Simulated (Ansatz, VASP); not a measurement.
**Two plane-wave programs on TePt**

File INCAR:

```
PREC = Accurate ; ENCUT = 500
EDIFF = 1E-6 ; ISMEAR = 0
SIGMA = 0.05 ; LREAL = F
LASPH = T ; NELM = 120
ALGO = Normal ; ISIF = 2
LWAVE = F ; LCHARG = T
LELF = T ; LVHAR = T
NBANDS = 24 ; GGA_COMPAT = F
```

File KPOINTS:

```
Automatic mesh
0
Gamma
  10 10 10
```

The input POSCAR:

```
TePt
1.0
    1.9720293273      1.1385516630      6.7256138238
   -1.9720293273      1.1385516630      6.7256138238
    0.0000000000     -2.2771033259      6.7256138238
Te Pt
2 2
Direct
    0.5970714192      0.5970714192      0.5970714192
    0.4029285808      0.4029285808      0.4029285808
    0.8693660604      0.8693660604      0.8693660604
    0.1306339396      0.1306339396      0.1306339396
```

Input for Ansatz:

```yaml
crystal:
  lattice:
    - [1.9720293273, 1.138551663, 6.7256138238]
    - [-1.9720293273, 1.138551663, 6.7256138238]
    - [0.0, -2.2771033259, 6.7256138238]
  atoms:
    - { symbol: Te, position: [0.5970714192, 0.5970714192, 0.5970714192] }
    - { symbol: Te, position: [0.4029285808, 0.4029285808, 0.4029285808] }
    - { symbol: Pt, position: [0.8693660604, 0.8693660604, 0.8693660604] }
    - { symbol: Pt, position: [0.1306339396, 0.1306339396, 0.1306339396] }
basis:
  ecutwfc: 420
  ecutrho_ratio: 4
kpoints:
  mp_grid: { grid: [10, 10, 10] }
hamiltonian:
  xc: lda
scf:
  occupations: { method: gaussian, width: 0.05 }
output:
  forces: true
  stress: true
  eigenvalues: true
```

Alike in both runs: task single point; functional LDA; k mesh 10 × 10 × 10; occupations gaussian, width 0.05 eV; no spin polarisation.

|  | VASP | Ansatz |
| --- | --- | --- |
| version | VASP 6.6.1 | Ansatz 0.2.0 |
| potentials or method | VASP PAW LDA potentials, release 64 (Te, Pt), cutoff 500 eV | scalar-relativistic, plane waves, PAW |
| valence electrons in the cell | 32 | 68 |

VASP gave:

```
gap on the k mesh at the Fermi level (eV)                     : none
pressure (GPa)                                                : -1.5
traceless stress, the component that is largest in VASP (GPa) : -0.08
rms of the force components (eV/Å)                            : 0.015
```

Q: Estimate Ansatz's values.

A: gap on the k mesh at the Fermi level (eV): none; pressure (GPa): -1.7; traceless stress, the component that is largest in VASP (GPa): 0.00; rms of the force components (eV/Å): 0.004.

LDA's correlation is that of Perdew and Zunger in VASP and of Perdew and Wang (1992) in Ansatz. Atom by atom the forces differ by 0.014 eV/Å (rms over components). A gap of «none» marks a metal or a gap that the smearing closes. VASP's potentials hold 32 valence electrons a cell and Ansatz's 68, so a difference there can come from the potentials and not from the codes.

Neither program's run includes spin-orbit coupling.
